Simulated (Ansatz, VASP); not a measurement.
This is a calculation of ScBPt3 for Ansatz 0.2.0.

input.yaml

```yaml
crystal:
  lattice:
    - [4.262156, 0.0, 0.0]
    - [0.0, 4.262156, 0.0]
    - [0.0, 0.0, 4.262156]
  atoms:
    - { symbol: Pt, position: [0.5, 0.0, 0.5] }
    - { symbol: Pt, position: [0.5, 0.5, 0.0] }
    - { symbol: Pt, position: [0.0, 0.5, 0.5] }
    - { symbol: Sc, position: [0.0, 0.0, 0.0] }
    - { symbol: B, position: [0.5, 0.5, 0.5] }
hamiltonian:
  xc: pbe
  pseudopotentials: { kind: paw }
kpoints:
  mp_grid: { grid: [6, 6, 6] }
scf:
  occupations: { method: fermi_dirac, width: 0.05 }
output:
  forces: true
  stress: true
  eigenvalues: true
```

Potentials or basis: Ansatz PAW.

Run with:

```bash
$ ansatz run input.yaml --threads 2 --pin off --max-ram 5120MiB --backend cpu --events-out ev --progress --plain --runs-dir out
```

Question: Translate it to VASP 6.6.1. Potentials there: VASP PAW PBE potentials, release 64 (Pt, Sc_sv, B).

Answer: As run (the cutoff follows the program's own potentials):

The input INCAR:

```
SYSTEM = ScBPt3
ALGO = Normal ; EDIFF = 1E-7
ENCUT = 520 ; GGA = PE
ISIF = 2 ; ISMEAR = -1
LASPH = .True. ; LCHARG = .True.
LELF = .True. ; LREAL = .False.
LVHAR = .True. ; LWAVE = .False.
NBANDS = 30 ; NELM = 60
PREC = Accurate ; SIGMA = 0.05
```

KPOINTS

```
k-points
0
Gamma
  6 6 6
  0 0 0
```

Contents of POSCAR:

```
ScBPt3
1.0
    4.2621560000      0.0000000000      0.0000000000
    0.0000000000      4.2621560000      0.0000000000
    0.0000000000      0.0000000000      4.2621560000
Pt Sc B
3 1 1
Direct
    0.5000000000      0.0000000000      0.5000000000
    0.5000000000      0.5000000000      0.0000000000
    0.0000000000      0.5000000000      0.5000000000
    0.0000000000      0.0000000000      0.0000000000
    0.5000000000      0.5000000000      0.5000000000
```

Potentials or basis: VASP PAW PBE potentials, release 64 (Pt, Sc_sv, B).

Launch:

```sh
$ cat potpaw_PBE.64/Pt/POTCAR potpaw_PBE.64/Sc_sv/POTCAR potpaw_PBE.64/B/POTCAR > POTCAR
$ mpirun -np 1 vasp_std > vasp.out
```

Both were run:

|  | VASP | Ansatz | Ansatz less VASP |
| --- | --- | --- | --- |
| gap on the k mesh at the Fermi level (eV) | none | none | - |
| pressure (GPa) | -1.0 | -1.0 | -0.02 |

A gap of «none» marks a metal or a gap that the smearing closes. With one functional, cell and mesh, what is left measures potentials, basis and numerics. VASP's potentials hold 44 valence electrons a cell and Ansatz's 68, so a difference there can come from the potentials and not from the codes.

Spin-orbit coupling is off throughout.
